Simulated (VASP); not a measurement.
# Sb (I4/mcm) in VASP: a series of runs

Aim: see how the results for Sb move with the level of theory and the settings. Levels: r2SCAN, PBEsol. Tasks: single point.

Everything below comes from runs of VASP 6.6.1. Logs are shortened: lines on timing, memory, paths and dates and some standing lists are left out, and cuts for length are marked.

### 1 The cell of the first run

Symmetry: I4/mcm, No. 140, tetragonal system. The conventional cell has a = 7.951 Å, b = 7.951 Å, c = 3.996 Å, α = 90.00°, β = 90.00°, γ = 90.00°. Sb (site symmetry m2m) has 7 Sb at 2.99 to 3.40 Å within 3.9 Å.

### 2 Single point, r2SCAN

File POSCAR:

```
Sb
1.0
   -3.9755443643      3.9755443643      1.9981119061
    3.9755443643     -3.9755443643      1.9981119061
    3.9755443643      3.9755443643     -1.9981119061
Sb
4
Direct
    0.6512630600      0.1512630600      0.8025261200
    0.1512630600      0.3487369400      0.5000000000
    0.3487369400      0.8487369400      0.1974738800
    0.8487369400      0.6512630600      0.5000000000
```

File INCAR.step1:

```
PREC = Accurate
ENCUT = 520
ISMEAR = -1
SIGMA = 0.05
LREAL = False
LASPH = True
NELM = 100
NBANDS = 18
GGA = PE
ALGO = Normal
EDIFF = 1E-4
LWAVE = True
LCHARG = False
```

File INCAR.step2:

```
PREC = Accurate
ENCUT = 520
EDIFF = 1E-6
ISMEAR = -1
SIGMA = 0.05
LREAL = False
LASPH = True
NELM = 100
ALGO = Normal
ISIF = 2
LWAVE = False
LCHARG = False
METAGGA = R2SCAN
LMIXTAU = True
NBANDS = 18
ISTART = 1
```

File KPOINTS:

```
regular mesh
0
Gamma
  7 7 7
```

Potentials or basis: VASP PAW PBE potentials, release 64 (Sb).

On the command line:

```sh
$ cat potpaw_PBE.64/Sb/POTCAR > POTCAR
$ cp INCAR.step1 INCAR
$ mpirun -np 1 vasp_std > vasp.out
$ cp INCAR.step2 INCAR
$ mpirun -np 1 vasp_std > vasp.out
```

OUTCAR:

```text
PREC = Accurate
   ENCUT = 520
   EDIFF = 1E-6
   ISMEAR = -1
   LREAL = False
   LASPH = True
   NELM = 100
   ISIF = 2
   METAGGA = R2SCAN
   ISTART = 1

 ion  position               nearest neighbor table
   1  0.651  0.151  0.803-   3 2.99   3 2.99   2 3.13   4 3.13   2 3.13   4 3.13   3 3.40
   2  0.151  0.349  0.500-   4 2.99   4 2.99   1 3.13   3 3.13   1 3.13   3 3.13   4 3.40
   3  0.349  0.849  0.197-   1 2.99   1 2.99   2 3.13   4 3.13   4 3.13   2 3.13   1 3.40
   4  0.849  0.651  0.500-   2 2.99   2 2.99   1 3.13   3 3.13   3 3.13   1 3.13   2 3.40

  LATTYP: Found a body centered tetragonal cell.
 ALAT       =     7.9510887286
 C/A-ratio  =     0.5026008322

  Lattice vectors:

 A1 = (  -3.9755443643,   3.9755443643,   1.9981119061)
 A2 = (   3.9755443643,  -3.9755443643,   1.9981119061)
 A3 = (   3.9755443643,   3.9755443643,  -1.9981119061)

Analysis of symmetry for initial positions (statically):
=====================================================================
 Subroutine PRICEL returns:
 Original cell was already a primitive cell.

 Routine SETGRP: Setting up the symmetry group for a
 body centered tetragonal supercell.

 Subroutine GETGRP returns: Found 16 space group operations
 (whereof  8 operations were pure point group operations)
 out of a pool of 16 trial point group operations.

The static configuration has the point symmetry C_4h.
 The point group associated with its full space group is D_4h.

Analysis of symmetry for dynamics (positions and initial velocities):
=====================================================================
 Subroutine PRICEL returns:
 Original cell was already a primitive cell.

 Routine SETGRP: Setting up the symmetry group for a
 body centered tetragonal supercell.

 Subroutine GETGRP returns: Found 16 space group operations
 (whereof  8 operations were pure point group operations)
 out of a pool of 16 trial point group operations.

The dynamic configuration has the point symmetry C_4h.
 The point group associated with its full space group is D_4h.

 Subroutine INISYM returns: Found 16 space group operations
 (whereof  8 operations are pure point group operations),
 and found     1 'primitive' translations

----------------------------------------------------------------------------------------

                                     Primitive cell

  volume of cell :     126.3203

  direct lattice vectors                    reciprocal lattice vectors
    -3.975544364  3.975544364  1.998111906     0.000000000  0.125768940  0.250236235
     3.975544364 -3.975544364  1.998111906     0.125768940  0.000000000  0.250236235
     3.975544364  3.975544364 -1.998111906     0.125768940  0.125768940  0.000000000

  length of vectors
     5.966771084  5.966771084  5.966771084     0.280064277  0.280064277  0.177864140

  position of ions in fractional coordinates (direct lattice)
     0.651263060  0.151263060  0.802526120
     0.151263060  0.348736940  0.500000000
     0.348736940  0.848736940  0.197473880
     0.848736940  0.651263060  0.500000000

  ion indices of the primitive-cell ions
   primitive index   ion index
                 1           1
                 2           2
                 3           3
                 4           4

----------------------------------------------------------------------------------------

 KPOINTS: regular mesh

Automatic generation of k-mesh.
 Grid dimensions read from file:
 generate k-points for:    7    7    7

 Generating k-lattice:

  Cartesian coordinates                     Fractional coordinates (reciprocal lattice)
     0.000000000  0.017966991  0.035748034     0.142857143  0.000000000  0.000000000
     0.017966991  0.000000000  0.035748034     0.000000000  0.142857143  0.000000000
     0.017966991  0.017966991  0.000000000     0.000000000  0.000000000  0.142857143

  Length of vectors
     0.040009182  0.040009182  0.025409163

  Shift w.r.t. Gamma in fractional coordinates (k-lattice)
     0.000000000  0.000000000  0.000000000

 Subroutine IBZKPT returns following result:
 ===========================================

 Found     40 irreducible k-points:

 Following reciprocal coordinates:
            Coordinates               Weight
  0.000000  0.000000  0.000000      1.000000
  0.142857  0.000000 -0.000000      8.000000
  0.285714  0.000000 -0.000000      8.000000
  0.428571  0.000000 -0.000000      8.000000
  0.142857  0.142857 -0.000000      8.000000
  0.285714  0.142857 -0.000000     16.000000
[... 16 lines left out ...]
 -0.142857  0.285714  0.142857      8.000000
 -0.428571  0.428571  0.142857      8.000000
 [... further k-points ...]
   k-points           NKPTS =     40   k-points in BZ     NKDIM =     40   number of bands    NBANDS=     18
   number of dos      NEDOS =    301   number of ions     NIONS =      4
   total plane-waves  NPLWV = 110592
   dimension x,y,z NGX =    48 NGY =   48 NGZ =   48
   dimension x,y,z NGXF=    96 NGYF=   96 NGZF=   96
   ions per type =               4
   NGX,Y,Z   is equivalent  to a cutoff of  13.37, 13.37, 13.37 a.u.
   NGXF,Y,Z  is equivalent  to a cutoff of  26.75, 26.75, 26.75 a.u.
 SYSTEM =  unknown system
   PREC   = accura    normal or accurate (medium, high low for compatibility)
   ISTART =      1    job   : 0-new  1-cont  2-samecut
   ICHARG =      0    charge: 1-file 2-atom 10-const
   ISPIN  =      1    spin polarized calculation?
   LNONCOLLINEAR =      F non collinear calculations
   LSORBIT =      F    spin-orbit coupling
   LASPH  =      T    aspherical Exc in radial PAW
   ENCUT  =  520.0 eV  38.22 Ry    6.18 a.u.  11.09 11.09 11.09*2*pi/ulx,y,z
   NELM   =    100;   NELMIN=  2; NELMDL=  0     # of ELM steps
   EDIFF  = 0.1E-05   stopping-criterion for ELM
   LREAL  =      F    real-space projection
   EDIFFG = 0.1E-04   stopping-criterion for IOM
   NSW    =      0    number of steps for IOM
   IBRION =     -1    ionic relax: 0-MD 1-quasi-New 2-CG
   NFREE  =      0    steps in history (QN), initial steepest desc. (CG)
   ISIF   =      2    stress and relaxation
   ISYM   =      2    0-nonsym 1-usesym 2-fastsym
   POTIM  = 0.5000    time-step for ionic-motion
   TEBEG  =    0.0;   TEEND  =   0.0 temperature during run
   PSTRESS=    0.0 pullay stress
   NELECT =      20.0000    total number of electrons
   NUPDOWN=      -1.0000    fix difference up-down
   EMIN   =  10.00;   EMAX   =-10.00  energy-range for DOS
   EFERMI =   0.00;   METHOD = LEGACY
   ISMEAR =    -1;   SIGMA  =   0.05  broadening in eV -4-tet -1-fermi 0-gaus
   EFERMI_NEDOS =   21; number of points for ismear=-14 and -15
   IALGO  =     38    algorithm
   IMIX   =      4    mixing-type and parameters
     AMIX     =   0.40;   BMIX     =  1.00
     AMIX_MAG =   1.60;   BMIX_MAG =  1.00
  volume/ion in A,a.u.               =      31.58       213.11
  Fermi-wavevector in a.u.,A,eV,Ry     =   0.885647  1.673630 10.672002  0.784370
  Thomas-Fermi vector in A             =   2.006708
   LORBIT       =      0    0 simple, 1 ext, 2 COOP (PROOUT), +10 PAW based schemes
   METAGGA = R2SCAN    functional components
   LHFCALC =     F    Hartree Fock is set to
   AEXX    =    0.0000 exact exchange contribution
   IVDW    =     0    specifies the selected vdW correction
   LEPSILON=     F    determine dielectric tensor
   LRPA    =     F    only Hartree local field effects (RPA)
 non-spin polarized calculation
  energy-cutoff  :      520.00
  volume of cell :      126.32
 maximum number of plane-waves:      3426
 NGX is ok and might be reduce to    48
   NGX = 23   NGY = 23   NGZ = 23

 number of electron      20.0000000 magnetization

 Free energy of the ion-electron system (eV)
  ---------------------------------------------------
  ext. energy  EPLUGINS =         0.00000000
  ---------------------------------------------------
  free energy    TOTEN  =      -101.40106602 eV

  energy without entropy =     -101.37748462  energy(sigma->0) =     -101.38927532

 E-fermi :   6.5385     XC(G=0):  -9.6549

 val. band max:        6.5079838818   @ k =  -0.4286  -0.4286   0.2857
 cond. band min:       6.5480906011   @ k =  -0.2857   0.2857   0.0000
 fundamental gap:      0.0401067193
 Fermi energy:         6.5385171641

 k-point     1 :       0.0000    0.0000    0.0000
  band No.  band energies     occupation
      1      -6.9200      2.00000
      2      -3.1481      2.00000
      3      -1.7985      2.00000
      4      -1.7985      2.00000
      5       1.1889      2.00000
      6       4.6671      2.00000
[... 10 lines left out ...]
     17      12.8933      0.00000
     18      13.4954      0.00000

 k-point     2 :       0.1429    0.0000   -0.0000
  band No.  band energies     occupation
      1      -6.6746      2.00000
      2      -3.1999      2.00000
      3      -1.8628      2.00000
      4      -1.4819      2.00000
      5       1.5950      2.00000
      6       2.9745      2.00000
[... 10 lines left out ...]
     17      11.7483      0.00000
     18      13.2874      0.00000

 k-point     3 :       0.2857    0.0000   -0.0000
  band No.  band energies     occupation
      1      -5.9425      2.00000
      2      -3.1180      2.00000
      3      -1.9961      2.00000
      4      -1.5820      2.00000
      5       1.6842      2.00000
      6       1.7198      2.00000
[... 10 lines left out ...]
     17      11.9193      0.00000
     18      13.8806      0.00000

 k-point     4 :       0.4286    0.0000   -0.0000
  band No.  band energies     occupation
      1      -4.7462      2.00000
      2      -3.2219      2.00000
      3      -2.6476      2.00000
      4      -2.2618      2.00000
      5       1.0384      2.00000
      6       1.2478      2.00000
[... 10 lines left out ...]
     17      12.5063      0.00000
     18      12.8752      0.00000

 k-point     5 :       0.1429    0.1429   -0.0000
  band No.  band energies     occupation
      1      -6.0222      2.00000
      2      -2.9731      2.00000
      3      -1.7202      2.00000
      4      -1.6381      2.00000
      5       1.2955      2.00000
      6       2.0351      2.00000
[... 10 lines left out ...]
     17      11.4380      0.00000
     18      13.5639      0.00000

 k-point     6 :       0.2857    0.1429   -0.0000
  band No.  band energies     occupation
      1      -4.8984      2.00000
      2      -3.0513      2.00000
      3      -2.5210      2.00000
      4      -2.1965      2.00000
      5       0.9980      2.00000
      6       1.4277      2.00000
[... 10 lines left out ...]
     17      12.5241      0.00000
     18      13.0352      0.00000

 k-point     7 :       0.4286    0.1429   -0.0000
  band No.  band energies     occupation
      1      -4.4888      2.00000
      2      -3.3858      2.00000
      3      -2.9723      2.00000
      4      -2.3312      2.00000
      5       0.9356      2.00000
      6       1.9049      2.00000
[... 10 lines left out ...]
     17      12.6495      0.00000
     18      12.9373      0.00000

 k-point     8 :      -0.4286    0.1429    0.0000
  band No.  band energies     occupation
      1      -5.7224      2.00000
      2      -3.5635      2.00000
      3      -2.2220      2.00000
      4      -1.6294      2.00000
      5       1.5455      2.00000
      6       2.3314      2.00000
[... 10 lines left out ...]
     17      12.3130      0.00000
     18      13.5585      0.00000
[... 229 lines left out ...]
     17      11.9962      0.00000
     18      13.1686      0.00000

 k-point    20 :       0.2857    0.2857    0.1429
  band No.  band energies     occupation
      1      -4.5017      2.00000
      2      -3.2573      2.00000
      3      -3.2267      2.00000
      4      -2.2092      2.00000
      5       1.3437      2.00000
      6       2.4352      2.00000
[... 10 lines left out ...]
     17      13.6495      0.00000
     18      14.0534      0.00000

 k-point    21 :       0.4286    0.2857    0.1429
  band No.  band energies     occupation
      1      -5.5584      2.00000
      2      -4.0372      2.00000
      3      -1.8938      2.00000
      4      -1.5844      2.00000
      5       1.0742      2.00000
      6       2.1870      2.00000
[... 10 lines left out ...]
     17      13.0680      0.00000
     18      13.3675      0.00000

 k-point    22 :      -0.2857    0.2857    0.1429
  band No.  band energies     occupation
      1      -6.5350      2.00000
      2      -4.2646      2.00000
      3      -2.6407      2.00000
      4      -0.4815      2.00000
      5       2.5662      2.00000
      6       3.1979      2.00000
[... 10 lines left out ...]
     17      11.1249      0.00000
     18      12.2547      0.00000

 k-point    23 :      -0.1429    0.2857    0.1429
  band No.  band energies     occupation
      1      -6.3577      2.00000
      2      -3.9193      2.00000
      3      -2.7300      2.00000
      4      -0.5566      2.00000
      5       2.5666      2.00000
      6       2.7242      2.00000
[... 10 lines left out ...]
     17      11.9305      0.00000
     18      12.6035      0.00000

 k-point    24 :      -0.4286    0.4286    0.1429
  band No.  band energies     occupation
      1      -6.2691      2.00000
      2      -4.7777      2.00000
      3      -2.6922      2.00000
      4      -0.2744      2.00000
      5       2.6284      2.00000
      6       3.7648      2.00000
[... 10 lines left out ...]
     17      11.2562      0.00000
     18      11.8306      0.00000

 [... further k-points ...]
[... 5 lines left out ...]
  --------------------------------------------------------------------------------------
  -------------------------------------------------------------------------------------
  Total        2.1394248      2.1394248      3.0362503      0.0000000      0.0000000     -0.0000000
  in kB       27.1352980     27.1352980     38.5101439      0.0000000      0.0000000     -0.0000000
  external PRESSURE =      30.9269133 kB  Pullay stress =       0.0000000 kB

 VOLUME and BASIS-vectors are now :
 -----------------------------------------------------------------------------
  energy-cutoff  :      520.00
  volume of cell :      126.32
      direct lattice vectors                 reciprocal lattice vectors
    -3.975544364  3.975544364  1.998111906     0.000000000  0.125768940  0.250236235
     3.975544364 -3.975544364  1.998111906     0.125768940  0.000000000  0.250236235
     3.975544364  3.975544364 -1.998111906     0.125768940  0.125768940  0.000000000

 POSITION                                       TOTAL-FORCE (eV/Angst)
 -----------------------------------------------------------------------------------
      1.20271      5.17825     -0.00000         0.086088      0.086088     -0.000000
      2.77284      1.20271     -0.00000        -0.086088      0.086088     -0.000000
      2.77284     -1.20271      1.99811        -0.086088     -0.086088      0.000000
      1.20271      2.77284      1.99811         0.086088     -0.086088     -0.000000
 -----------------------------------------------------------------------------------
    total drift:                                0.000000      0.000000     -0.000000

  FREE ENERGIE OF THE ION-ELECTRON SYSTEM (eV)
  ---------------------------------------------------
  free  energy   TOTEN  =      -101.4010660226 eV

  energy  without entropy=     -101.3774846191  energy(sigma->0) =     -101.38927532
```

Run time: 5.7 min. Hardware: 1 thread of Intel Xeon Platinum 8259CL at 2.50GHz (Skylake/Cascade Lake), shared host; peak memory 0.38 GiB.

Results:

- Free energy: -101.4011 eV
- Pressure: 3.1 GPa
- Largest force: 0.122 eV/Å
- Band gap on the k mesh: zero (band 10 reaches 7.11 eV, above the bottom of band 11 at 5.43 eV)

Forces on the atoms (eV/Å):
```
Sb   0.086  0.086  0.000
Sb  -0.086  0.086  0.000
Sb  -0.086 -0.086  0.000
Sb   0.086 -0.086  0.000
```

Levels at points of the mesh, in eV from the Fermi level:
```tsv
k point	band 8	band 9	band 10	band 11	band 12	band 13
(0.00, 0.00, 0.00)	-1.15	-1.15	-1.11	-1.11	-0.25	2.83
```

Caveat: the PAW data sets were made with another functional, which shifts forces and pressure a little; spin-orbit coupling is left out, which moves the levels of the heavy elements.

### 3 Single point, r2SCAN

This run uses another cell than the first one, of 32.24 Å³/atom, 1.021 times its volume.

File POSCAR:

```
Sb
1.0
   -4.0029627780      4.0029627780      2.0118924237
    4.0029627780     -4.0029627780      2.0118924237
    4.0029627780      4.0029627780     -2.0118924237
Sb
4
Direct
    0.6512630600      0.1512630600      0.8025261200
    0.1512630600      0.3487369400      0.5000000000
    0.3487369400      0.8487369400      0.1974738800
    0.8487369400      0.6512630600      0.5000000000
```

File INCAR.step1:

```
ALGO = Normal
EDIFF = 1E-4
ENCUT = 520
GGA = PE
ISMEAR = -1
LASPH = T
LCHARG = F
LREAL = F
LWAVE = T
NBANDS = 18
NELM = 100
PREC = Accurate
SIGMA = 0.05
```

File INCAR.step2:

```
ALGO = Normal
EDIFF = 1E-6
ENCUT = 520
ISIF = 2
ISMEAR = -1
ISTART = 1
LASPH = T
LCHARG = F
LMIXTAU = T
LREAL = F
LWAVE = F
METAGGA = R2SCAN
NBANDS = 18
NELM = 100
PREC = Accurate
SIGMA = 0.05
```

File KPOINTS:

```
k-points
0
Gamma
  7 7 7
```

Potentials or basis: VASP PAW PBE potentials, release 64 (Sb).

On the command line:

```sh
$ cat potpaw_PBE.64/Sb/POTCAR > POTCAR
$ cp INCAR.step1 INCAR
$ mpirun -np 1 vasp_std > vasp.out
$ cp INCAR.step2 INCAR
$ mpirun -np 1 vasp_std > vasp.out
```

It took 5.3 min on 1 thread of Intel Xeon Platinum 8259CL at 2.50GHz (Skylake/Cascade Lake), shared host; peak memory 0.38 GiB.

It converged, with:

| Item | Value |
| --- | --- |
| Free energy | -101.4412 eV |
| Pressure | 1.8 GPa |
| Largest force | 0.089 eV/Å |
| Band gap on the k mesh | zero (band 10 reaches 6.88 eV, above the bottom of band 11 at 5.17 eV) |

Forces in eV/Å, atoms in the order of the input:
```
Sb   0.063  0.063  0.000
Sb  -0.063  0.063  0.000
Sb  -0.063 -0.063  0.000
Sb   0.063 -0.063  0.000
```

Stress tensor (GPa, compression positive):
```
1.58 0.00 0.00
0.00 1.58 0.00
0.00 0.00 2.29
```

Levels at points of the mesh, in eV from the Fermi level:
```tsv
k point	band 7	band 8	band 9	band 10	band 11	band 12	band 13	band 14
(0.00, 0.00, 0.00)	-1.21	-1.12	-1.12	-1.12	-1.12	-0.26	2.83	2.83
```

Caveat: the PAW data sets were made with another functional, which shifts forces and pressure a little; spin-orbit coupling is left out, which moves the levels of the heavy elements.

(Part 1 of 3 ends here.)
